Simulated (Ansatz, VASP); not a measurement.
# One calculation of ScAlN2, two programs

File INCAR:

```
PREC = Accurate
ENCUT = 520
EDIFF = 1E-6
ISMEAR = 0
SIGMA = 0.05
LREAL = False
LASPH = True
NELM = 100
ALGO = Normal
ISIF = 2
LWAVE = False
LCHARG = False
GGA = PS
NBANDS = 34
```

KPOINTS

```
Automatic mesh
0
Gamma
  8 8 8
```

The input POSCAR:

```
ScAlN2
1.0
   -2.1748475949      2.1748475949      4.1732326356
    2.1748475949     -2.1748475949      4.1732326356
    2.1748475949      2.1748475949     -4.1732326356
Sc Al N
2 2 4
Direct
    0.7500000000      0.2500000000      0.5000000000
    0.0000000000      0.0000000000      0.0000000000
    0.2500000000      0.7500000000      0.5000000000
    0.5000000000      0.5000000000      0.0000000000
    0.4885064509      0.9885064509      0.5000000000
    0.2614935491      0.2614935491      0.0000000000
    0.0114935491      0.5114935491      0.5000000000
    0.7385064509      0.7385064509      0.0000000000
```

Input for Ansatz:

```yaml
crystal:
  lattice:
    - [-2.1748475949, 2.1748475949, 4.1732326356]
    - [2.1748475949, -2.1748475949, 4.1732326356]
    - [2.1748475949, 2.1748475949, -4.1732326356]
  atoms:
    - { symbol: Sc, position: [0.75, 0.25, 0.5] }
    - { symbol: Sc, position: [0.0, 0.0, 0.0] }
    - { symbol: Al, position: [0.25, 0.75, 0.5] }
    - { symbol: Al, position: [0.5, 0.5, 0.0] }
    - { symbol: "N", position: [0.4885064509, 0.9885064509, 0.5] }
    - { symbol: "N", position: [0.2614935491, 0.2614935491, 0.0] }
    - { symbol: "N", position: [0.0114935491, 0.5114935491, 0.5] }
    - { symbol: "N", position: [0.7385064509, 0.7385064509, 0.0] }
basis:
  ecutwfc: 420
kpoints:
  mp_grid: { grid: [8, 8, 8] }
hamiltonian:
  xc: pbesol
scf:
  occupations: { method: gaussian, width: 0.05 }
output:
  forces: true
  stress: true
  eigenvalues: true
  write_density: true
  write_potential: true
  elf: true
  volumetric_format: npy
```

Alike in both runs: task single point; functional PBEsol; k mesh 8 × 8 × 8; occupations gaussian, width 0.05 eV; no spin polarisation.

```csv
,VASP,Ansatz
version,VASP 6.6.1,Ansatz 0.2.0
potentials or method,"VASP PAW PBE potentials, release 64 (Sc_sv, Al, N), cutoff 520 eV","scalar-relativistic, plane waves, PAW"
valence electrons in the cell,48,48
```

|  | VASP | Ansatz | Ansatz less VASP |
| --- | --- | --- | --- |
| gap on the k mesh at the Fermi level (eV) | 0.84 | 0.86 | +0.023 |
| least direct gap on the mesh (eV) | 0.93 | 0.96 | +0.023 |
| pressure (GPa) | 0.7 | 0.0 | -0.70 |
| rms of the force components (eV/Å) | 0.016 | 0.000 | -0.0165 |

VASP's potentials were made for PBE, not for PBEsol. Atom by atom the forces differ by 0.016 eV/Å (rms over components). With one functional, cell and mesh, what is left measures potentials, basis and numerics.
